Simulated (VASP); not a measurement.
# NaCl (I4/mmm) in VASP: further runs

The runs below take NaCl through single point, with PBE.

Program: VASP 6.6.1. These are calculated values, not measurements. Logs are shortened: lines on timing, memory, paths and dates and some standing lists are left out, and cuts for length are marked.

**1. The cell of the first run**

Symmetry: I4/mmm, No. 139, tetragonal system. The conventional cell has a = 4.083 Å, b = 4.083 Å, c = 5.546 Å, α = 90.00°, β = 90.00°, γ = 90.00°. Within 3.7 Å of Na (site symmetry 4/mmm) lie 6 Cl at 2.77 to 2.89 Å. Within 3.7 Å of Cl (site symmetry 4/mmm) lie 6 Na at 2.77 to 2.89 Å.

**2. Single point, PBE (epitaxial xy strain +3.0%)**

Input file INCAR:

```
SYSTEM = NaCl
  PREC = Accurate
  ENCUT = 520
  EDIFF = 1E-7
  ISMEAR = 0
  SIGMA = 0.01
  LREAL = .FALSE.
  LASPH = .TRUE.
  NELM = 80
  ALGO = Normal
  ISIF = 2
  LWAVE = .FALSE.
  LCHARG = .FALSE.
  GGA = PE
  NBANDS = 14
```

Input file KPOINTS:

```
Automatic mesh
0
G
  4 4 4
  0 0 0
```

Input file POSCAR:

```
NaCl
1.0
    0.0000000000      2.8867797901      2.7729424172
    2.8867797901      0.0000000000      2.7729424172
    2.8867797901      2.8867797901      0.0000000000
Na Cl
1 1
Direct
    0.0000000000      0.0000000000      0.0000000000
    0.5000000000      0.5000000000      0.5000000000
```

Potentials or basis: VASP PAW PBE potentials, release 64 (Na_pv, Cl).

Started as:

```console
$ cat potpaw_PBE.64/Na_pv/POTCAR potpaw_PBE.64/Cl/POTCAR > POTCAR
$ mpirun -np 1 vasp_std > vasp.out
```

OUTCAR:

```text
SYSTEM = NaCl
   PREC = Accurate
   ENCUT = 520
   EDIFF = 1E-7
   ISMEAR = 0
   LREAL = .FALSE.
   LASPH = .TRUE.
   NELM = 80
   ISIF = 2
   GGA = PE

 ion  position               nearest neighbor table
   1  0.000  0.000  0.000-
   2  0.500  0.500  0.500-

  LATTYP: Found a body centered tetragonal cell.
 ALAT       =     4.0825231307
 C/A-ratio  =     1.3584454164

  Lattice vectors:

 A1 = (   0.0000000000,  -2.8867797901,  -2.7729424172)
 A2 = (   0.0000000000,   2.8867797901,  -2.7729424172)
 A3 = (   2.8867797901,   0.0000000000,   2.7729424172)

Analysis of symmetry for initial positions (statically):
=====================================================================
 Subroutine PRICEL returns:
 Original cell was already a primitive cell.

 Routine SETGRP: Setting up the symmetry group for a
 body centered tetragonal supercell.

 Subroutine GETGRP returns: Found 16 space group operations
 (whereof 16 operations were pure point group operations)
 out of a pool of 16 trial point group operations.

The static configuration has the point symmetry D_4h.

Analysis of symmetry for dynamics (positions and initial velocities):
=====================================================================
 Subroutine PRICEL returns:
 Original cell was already a primitive cell.

 Routine SETGRP: Setting up the symmetry group for a
 body centered tetragonal supercell.

 Subroutine GETGRP returns: Found 16 space group operations
 (whereof 16 operations were pure point group operations)
 out of a pool of 16 trial point group operations.

The dynamic configuration has the point symmetry D_4h.

 Subroutine INISYM returns: Found 16 space group operations
 (whereof 16 operations are pure point group operations),
 and found     1 'primitive' translations

----------------------------------------------------------------------------------------

                                     Primitive cell

  volume of cell :      46.2166

  direct lattice vectors                    reciprocal lattice vectors
     0.000000000  2.886779790  2.772942417    -0.173203374  0.173203374  0.180313878
     2.886779790  0.000000000  2.772942417     0.173203374 -0.173203374  0.180313878
     2.886779790  2.886779790  0.000000000     0.173203374  0.173203374 -0.180313878

  length of vectors
     4.002837394  4.002837394  4.082523131     0.304157709  0.304157709  0.304157709

  position of ions in fractional coordinates (direct lattice)
     0.000000000  0.000000000  0.000000000
     0.500000000  0.500000000  0.500000000

  ion indices of the primitive-cell ions
   primitive index   ion index
                 1           1
                 2           2

----------------------------------------------------------------------------------------

 KPOINTS: Automatic mesh

Automatic generation of k-mesh.
 Grid dimensions read from file:
 generate k-points for:    4    4    4

 Generating k-lattice:

  Cartesian coordinates                     Fractional coordinates (reciprocal lattice)
    -0.043300844  0.043300844  0.045078469     0.250000000  0.000000000  0.000000000
     0.043300844 -0.043300844  0.045078469     0.000000000  0.250000000  0.000000000
     0.043300844  0.043300844 -0.045078469     0.000000000  0.000000000  0.250000000

  Length of vectors
     0.076039427  0.076039427  0.076039427

  Shift w.r.t. Gamma in fractional coordinates (k-lattice)
     0.000000000  0.000000000  0.000000000

 Subroutine IBZKPT returns following result:
 ===========================================

 Found     13 irreducible k-points:

 Following reciprocal coordinates:
            Coordinates               Weight
  0.000000  0.000000  0.000000      1.000000
  0.250000 -0.000000  0.000000      8.000000
  0.500000 -0.000000  0.000000      4.000000
  0.250000  0.250000  0.000000      2.000000
  0.500000  0.250000  0.000000      8.000000
 -0.250000  0.250000  0.000000      4.000000
  0.500000  0.500000  0.000000      1.000000
  0.250000  0.000000  0.250000      4.000000
  0.500000  0.000000  0.250000     16.000000
 -0.250000  0.000000  0.250000      8.000000
 -0.250000  0.500000  0.250000      4.000000
  0.500000  0.000000  0.500000      2.000000
 -0.250000  0.250000  0.500000      2.000000
   k-points           NKPTS =     13   k-points in BZ     NKDIM =     13   number of bands    NBANDS=     14
   number of dos      NEDOS =    301   number of ions     NIONS =      2
   total plane-waves  NPLWV =  27000
   dimension x,y,z NGX =    30 NGY =   30 NGZ =   30
   dimension x,y,z NGXF=    60 NGYF=   60 NGZF=   60
   ions per type =               1   1
   NGX,Y,Z   is equivalent  to a cutoff of  12.46, 12.46, 12.22 a.u.
   NGXF,Y,Z  is equivalent  to a cutoff of  24.92, 24.92, 24.43 a.u.
 SYSTEM =  NaCl
   PREC   = accura    normal or accurate (medium, high low for compatibility)
   ISTART =      0    job   : 0-new  1-cont  2-samecut
   ICHARG =      2    charge: 1-file 2-atom 10-const
   ISPIN  =      1    spin polarized calculation?
   LNONCOLLINEAR =      F non collinear calculations
   LSORBIT =      F    spin-orbit coupling
   LASPH  =      T    aspherical Exc in radial PAW
   ENCUT  =  520.0 eV  38.22 Ry    6.18 a.u.   7.44  7.44  7.59*2*pi/ulx,y,z
   NELM   =     80;   NELMIN=  2; NELMDL= -5     # of ELM steps
   EDIFF  = 0.1E-06   stopping-criterion for ELM
   LREAL  =      F    real-space projection
   EDIFFG = 0.1E-05   stopping-criterion for IOM
   NSW    =      0    number of steps for IOM
   IBRION =     -1    ionic relax: 0-MD 1-quasi-New 2-CG
   NFREE  =      0    steps in history (QN), initial steepest desc. (CG)
   ISIF   =      2    stress and relaxation
   ISYM   =      2    0-nonsym 1-usesym 2-fastsym
   POTIM  = 0.5000    time-step for ionic-motion
   TEBEG  =    0.0;   TEEND  =   0.0 temperature during run
   PSTRESS=    0.0 pullay stress
   NELECT =      14.0000    total number of electrons
   NUPDOWN=      -1.0000    fix difference up-down
   EMIN   =  10.00;   EMAX   =-10.00  energy-range for DOS
   EFERMI =   0.00;   METHOD = LEGACY
   ISMEAR =     0;   SIGMA  =   0.01  broadening in eV -4-tet -1-fermi 0-gaus
   EFERMI_NEDOS =   21; number of points for ismear=-14 and -15
   IALGO  =     38    algorithm
   IMIX   =      4    mixing-type and parameters
     AMIX     =   0.40;   BMIX     =  1.00
     AMIX_MAG =   1.60;   BMIX_MAG =  1.00
  volume/ion in A,a.u.               =      23.11       155.94
  Fermi-wavevector in a.u.,A,eV,Ry     =   1.099474  2.077704 16.447295  1.208842
  Thomas-Fermi vector in A             =   2.235869
   LORBIT       =      0    0 simple, 1 ext, 2 COOP (PROOUT), +10 PAW based schemes
   GGA     = PE    functional components
   LHFCALC =     F    Hartree Fock is set to
   AEXX    =    0.0000 exact exchange contribution
   IVDW    =     0    specifies the selected vdW correction
   LEPSILON=     F    determine dielectric tensor
   LRPA    =     F    only Hartree local field effects (RPA)
 non-spin polarized calculation
 Gauss-broadening in eV      SIGMA  =   0.01
  energy-cutoff  :      520.00
  volume of cell :       46.22
 maximum number of plane-waves:      1258
 NGX is ok and might be reduce to    30
   NGX = 15   NGY = 15   NGZ = 15

 number of electron      13.9999994 magnetization

 Free energy of the ion-electron system (eV)
  ---------------------------------------------------
  ext. energy  EPLUGINS =         0.00000000
  ---------------------------------------------------
  free energy    TOTEN  =        -6.77049594 eV

  energy without entropy =       -6.77049594  energy(sigma->0) =       -6.77049594

 E-fermi :  -0.8215     XC(G=0):  -8.0356

 val. band max:       -0.8882464182   @ k =   0.0000   0.0000   0.0000
 cond. band min:       4.0945858843   @ k =   0.0000   0.0000   0.0000
 fundamental gap:      4.9828323025
 Fermi energy:        -0.8214635708

 k-point     1 :       0.0000    0.0000    0.0000
  band No.  band energies     occupation
      1     -21.7787      2.00000
      2     -21.7787      2.00000
      3     -21.7722      2.00000
      4     -13.4946      2.00000
      5      -0.9261      2.00000
      6      -0.8882      2.00000
      7      -0.8882      2.00000
      8       4.0946      0.00000
      9      10.0978      0.00000
     10      10.0978      0.00000
     11      10.3912      0.00000
     12      12.0674      0.00000
     13      12.5441      0.00000
     14      13.8802      0.00000

 k-point     2 :       0.2500   -0.0000    0.0000
  band No.  band energies     occupation
      1     -21.7897      2.00000
      2     -21.7801      2.00000
      3     -21.7747      2.00000
      4     -13.3443      2.00000
      5      -1.9480      2.00000
      6      -1.0336      2.00000
      7      -1.0227      2.00000
      8       5.5498      0.00000
      9       9.0406      0.00000
     10      10.2599      0.00000
     11      10.6209      0.00000
     12      12.1719      0.00000
     13      12.3163      0.00000
     14      14.5006      0.00000

 k-point     3 :       0.5000   -0.0000    0.0000
  band No.  band energies     occupation
      1     -21.8020      2.00000
      2     -21.7814      2.00000
      3     -21.7757      2.00000
      4     -13.1857      2.00000
      5      -2.7370      2.00000
      6      -1.1698      2.00000
      7      -1.1278      2.00000
      8       6.3166      0.00000
      9       9.4789      0.00000
     10       9.8035      0.00000
     11      10.2157      0.00000
     12      13.8912      0.00000
     13      14.9838      0.00000
     14      15.2777      0.00000

 k-point     4 :       0.2500    0.2500    0.0000
  band No.  band energies     occupation
      1     -21.7841      2.00000
      2     -21.7828      2.00000
      3     -21.7828      2.00000
      4     -13.2920      2.00000
      5      -1.9473      2.00000
      6      -1.2234      2.00000
      7      -1.2234      2.00000
      8       6.0718      0.00000
      9       8.2080      0.00000
     10      10.0984      0.00000
     11      11.3156      0.00000
     12      11.3156      0.00000
     13      12.9549      0.00000
     14      17.4935      0.00000

 k-point     5 :       0.5000    0.2500    0.0000
  band No.  band energies     occupation
      1     -21.7950      2.00000
      2     -21.7841      2.00000
      3     -21.7825      2.00000
      4     -13.1536      2.00000
      5      -2.4128      2.00000
      6      -1.6089      2.00000
      7      -1.3509      2.00000
      8       7.1697      0.00000
      9       8.2030      0.00000
     10       9.2995      0.00000
     11      11.0606      0.00000
[... 89 lines left out ...]
 k-point    11 :      -0.2500    0.5000    0.2500
  band No.  band energies     occupation
      1     -21.7914      2.00000
      2     -21.7870      2.00000
      3     -21.7852      2.00000
      4     -13.1237      2.00000
      5      -2.0520      2.00000
      6      -2.0322      2.00000
      7      -1.5817      2.00000
      8       7.7685      0.00000
      9       8.5916      0.00000
     10       8.8460      0.00000
     11      10.2143      0.00000
     12      14.3935      0.00000
     13      14.6900      0.00000
     14      15.3427      0.00000

 k-point    12 :       0.5000    0.0000    0.5000
  band No.  band energies     occupation
      1     -21.7961      2.00000
      2     -21.7844      2.00000
      3     -21.7799      2.00000
      4     -13.1518      2.00000
      5      -2.4877      2.00000
      6      -1.5020      2.00000
      7      -1.3806      2.00000
      8       6.5539      0.00000
      9       7.2592      0.00000
     10      10.0806      0.00000
     11      13.4458      0.00000
     12      13.9740      0.00000
     13      14.2074      0.00000
     14      15.7559      0.00000

 k-point    13 :      -0.2500    0.2500    0.5000
  band No.  band energies     occupation
      1     -21.7902      2.00000
      2     -21.7902      2.00000
      3     -21.7826      2.00000
      4     -13.1306      2.00000
      5      -1.9952      2.00000
      6      -1.9952      2.00000
      7      -1.6833      2.00000
      8       7.8890      0.00000
      9       8.7280      0.00000
     10       8.7280      0.00000
     11      10.5161      0.00000
     12      14.6948      0.00000
     13      14.6948      0.00000
     14      14.8476      0.00000

------------------------ aborting loop because EDIFF is reached ----------------------------------------

  FORCE on cell =-STRESS in cart. coord.  units (eV):
  Direction    XX          YY          ZZ          XY          YZ          ZX
  --------------------------------------------------------------------------------------
  -------------------------------------------------------------------------------------
  Total       -0.1282166     -0.1282166      0.3214241      0.0000000      0.0000000     -0.0000000
  in kB       -4.4448470     -4.4448470     11.1427092      0.0000000      0.0000000     -0.0000000
  external PRESSURE =       0.7510051 kB  Pullay stress =       0.0000000 kB

 VOLUME and BASIS-vectors are now :
 -----------------------------------------------------------------------------
  energy-cutoff  :      520.00
  volume of cell :       46.22
      direct lattice vectors                 reciprocal lattice vectors
     0.000000000  2.886779790  2.772942417    -0.173203374  0.173203374  0.180313878
     2.886779790  0.000000000  2.772942417     0.173203374 -0.173203374  0.180313878
     2.886779790  2.886779790  0.000000000     0.173203374  0.173203374 -0.180313878

 POSITION                                       TOTAL-FORCE (eV/Angst)
 -----------------------------------------------------------------------------------
      0.00000      0.00000      0.00000         0.000000      0.000000      0.000000
      2.88678      2.88678      2.77294        -0.000000     -0.000000      0.000000
 -----------------------------------------------------------------------------------
    total drift:                                0.000000      0.000000      0.000000

  FREE ENERGIE OF THE ION-ELECTRON SYSTEM (eV)
  ---------------------------------------------------
  free  energy   TOTEN  =        -6.7704959429 eV

  energy  without entropy=       -6.7704959429  energy(sigma->0) =       -6.77049594
```

It took 4.6 s on 1 thread of Intel Xeon 6975P-C (Granite Rapids), shared host; peak memory 0.15 GiB.

What came out:

```
Free energy            : -6.7705 eV
Pressure               : 0.1 GPa
Band gap on the k mesh : 4.98 eV, direct
```

Stress tensor (GPa, compression positive):
```
-0.44  0.00  0.00
 0.00 -0.44  0.00
 0.00  0.00  1.11
```

Levels at points of the mesh, in eV from the valence-band top:
| k point | band 4 | band 5 | band 6 | band 7 | band 8 | band 9 | band 10 | band 11 |
| --- | --- | --- | --- | --- | --- | --- | --- | --- |
| (0.00, 0.00, 0.00) | -12.61 | -0.04 | 0.00 | 0.00 | 4.98 | 10.99 | 10.99 | 11.28 |
| (0.50, 0.00, 0.00) | -12.30 | -1.85 | -0.28 | -0.24 | 7.20 | 10.37 | 10.69 | 11.10 |
| (0.50, 0.50, 0.00) | -12.23 | -1.58 | -0.63 | -0.63 | 7.44 | 7.99 | 11.35 | 14.32 |
| (0.50, 0.00, 0.50) | -12.26 | -1.60 | -0.61 | -0.49 | 7.44 | 8.15 | 10.97 | 14.33 |

Caveat: the k points lie up to 0.48 Å⁻¹ apart; the cell differs from its parent crystal (epitaxial xy strain +3.0%).

**3. Single point, PBE (epitaxial xy strain +4.0%)**

Input file INCAR:

```
  ALGO = Normal
  EDIFF = 1E-6
  ENCUT = 520
  GGA = PE
  ISIF = 2
  ISMEAR = 0
  LASPH = True
  LCHARG = True
  LELF = True
  LREAL = False
  LVHAR = True
  LWAVE = False
  NBANDS = 14
  NELM = 100
  PREC = Accurate
  SIGMA = 0.01
```

Input file KPOINTS:

```
k-points
0
Gamma
  4 4 4
```

Input file POSCAR:

```
NaCl
1.0
    0.0000000000      2.9148067784      2.7630904451
    2.9148067784      0.0000000000      2.7630904451
    2.9148067784      2.9148067784      0.0000000000
Na Cl
1 1
Direct
    0.0000000000      0.0000000000      0.0000000000
    0.5000000000      0.5000000000      0.5000000000
```

Potentials or basis: VASP PAW PBE potentials, release 64 (Na_pv, Cl).

Started as:

```console
$ cat potpaw_PBE.64/Na_pv/POTCAR potpaw_PBE.64/Cl/POTCAR > POTCAR
$ mpirun -np 1 vasp_std > vasp.out
```

Run time: 4.3 s. Hardware: 1 thread of Intel Xeon 6975P-C (Granite Rapids), shared host; peak memory 0.16 GiB.

It converged, with:

```
Free energy            : -6.7659 eV
Pressure               : -0.2 GPa
Band gap on the k mesh : 4.92 eV, direct
```

Stress tensor (GPa, compression positive):
```
-0.86  0.00  0.00
 0.00 -0.86  0.00
 0.00  0.00  1.09
```

Levels at points of the mesh, in eV from the valence-band top:
```
           k point  band 5  band 6  band 7  band 8  band 9  band 10
(0.00, 0.00, 0.00)   -0.05    0.00    0.00    4.92   10.94    10.94
(0.50, 0.00, 0.00)   -1.81   -0.28   -0.23    7.17   10.24    10.59
(0.50, 0.50, 0.00)   -1.54   -0.63   -0.63    7.40    7.96    11.32
(0.50, 0.00, 0.50)   -1.57   -0.62   -0.46    7.40    8.17    10.81
```

Caveat: the k points lie up to 0.48 Å⁻¹ apart; the cell differs from its parent crystal (epitaxial xy strain +4.0%).
